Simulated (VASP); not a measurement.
GeSb4Te7: single point with r2SCAN

GeSb4Te7:

```
Ge Sb Te
1.0
     4.28690    0.00000    0.00000
    -2.14345    3.71256    0.00000
     0.00000    0.00000   24.87993
Ge Sb Te
1 4 7
Direct
  0.00000 0.00000 0.50000
  0.66667 0.33333 0.91997
  0.33333 0.66667 0.35110
  0.33333 0.66667 0.08003
  0.66667 0.33333 0.64890
  0.33333 0.66667 0.85161
  0.66667 0.33333 0.14839
  0.00000 0.00000 0.71676
  0.66667 0.33333 0.43227
  0.33333 0.66667 0.56773
  0.00000 0.00000 0.00000
  0.00000 0.00000 0.28324
```

```json
{
 "Program": "VASP 6.6.1",
 "Task": "single point",
 "Functional": "r2SCAN",
 "Potentials or basis": "VASP PAW PBE potentials, release 64 (Ge_d, Sb, Te)",
 "Cutoff": "520 eV",
 "k mesh": "6 × 6 × 2",
 "Occupations": "gaussian, width 0.02 eV",
 "Spin": "no spin polarisation"
}
```

```yaml
Pressure: 0.0 GPa
Largest_force: 0.030 eV/Å
Band_gap_on_the_k_mesh: 0.63 eV, direct
```

Forces in eV/Å, atoms in the order of the input:
```
Ge   0.000  0.000  0.000
Sb   0.000  0.000  0.030
Sb   0.000  0.000  0.028
Sb   0.000  0.000 -0.030
Sb   0.000  0.000 -0.028
Te   0.000  0.000 -0.021
Te   0.000  0.000  0.021
Te   0.000  0.000  0.019
Te   0.000  0.000 -0.007
Te   0.000  0.000  0.007
Te   0.000  0.000  0.000
Te   0.000  0.000 -0.019
```

Levels at points of the mesh, in eV from the valence-band top:
| k point | band 34 | band 35 | band 36 | band 37 | band 38 | band 39 | band 40 | band 41 | band 42 | band 43 |
| --- | --- | --- | --- | --- | --- | --- | --- | --- | --- | --- |
| (0.00, 0.00, 0.00) | -1.15 | -1.01 | -0.97 | -0.20 | -0.08 | 0.68 | 0.70 | 0.70 | 0.77 | 0.80 |
| (0.50, 0.00, 0.00) | -1.57 | -1.39 | -1.35 | -0.99 | -0.77 | 0.99 | 1.01 | 1.29 | 1.51 | 1.54 |
| (0.00, 0.00, 0.50) | -1.14 | -1.14 | -0.72 | -0.32 | 0.00 | 0.63 | 0.67 | 0.67 | 0.81 | 0.85 |
| (0.50, 0.00, 0.50) | -1.66 | -1.46 | -1.29 | -1.03 | -0.61 | 0.78 | 1.02 | 1.21 | 1.35 | 1.64 |

Run time: 37 min on 1 thread of Intel Xeon 6975P-C, with other jobs on the host, peak memory 0.68 GiB.

Caveat: the PAW data sets were made with another functional, which shifts forces and pressure a little; spin-orbit coupling is left out, which moves the levels of the heavy elements. A k mesh can miss the band edges.
